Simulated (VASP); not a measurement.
Write the native input for VASP 6.6.1 that does the following.

```
Task                   : single point
Functional             : PBE
Potentials or basis    : VASP PAW PBE potentials, release 64 (B, N)
Cutoff                 : 520 eV
k mesh                 : 12 × 12 × 12
Occupations            : gaussian, width 0.02 eV
Spin                   : no spin polarisation
Dipole correction      : no
Further INCAR settings : ALGO = Normal; EDIFF = 1e-07; NBANDS = 11
```

The structure of BN lies in POSCAR:

```
BN
1.0
    0.0000000000      1.8302860907      1.8302860907
    1.8302860907      0.0000000000      1.8302860907
    1.8302860907      1.8302860907      0.0000000000
B N
1 1
Direct
    0.2500000000      0.2500000000      0.2500000000
    0.5000000000      0.5000000000      0.5000000000
```

This cell differs from its parent crystal: volume scaled by 1.03.

The input as run:

INCAR

```
ALGO     = Normal         # electronic algorithm
EDIFF    = 1E-7           # SCF threshold, eV
ENCUT    = 520            # plane-wave cutoff, eV
GGA      = PE             # functional
ISIF     = 2              # what is computed and relaxed
ISMEAR   = 0              # smearing method
LASPH    = T              # aspherical terms in the spheres
LCHARG   = F              # write CHGCAR
LREAL    = F              # projectors in reciprocal space
LWAVE    = F              # write WAVECAR
NBANDS   = 11             # bands
NELM     = 60             # most SCF steps
PREC     = Accurate       # precision mode
SIGMA    = 0.02           # smearing width, eV
```

KPOINTS

```
k-points
0
Gamma
  12 12 12
```

Potentials or basis: VASP PAW PBE potentials, release 64 (B, N).

Command:

```console
$ cat potpaw_PBE.64/B/POTCAR potpaw_PBE.64/N/POTCAR > POTCAR
$ mpirun -np 1 vasp_std > vasp.out
```

Results of the run:

| Quantity | Value |
| --- | --- |
| Pressure | -10.2 GPa |
| Band gap on the k mesh | 4.42 eV, indirect (least direct gap 8.64 eV) |

Run time: 4.1 s on 1 thread of Intel(R) Xeon(R) 6975P-C (Granite Rapids) (shared host), peak memory 0.12 GiB.
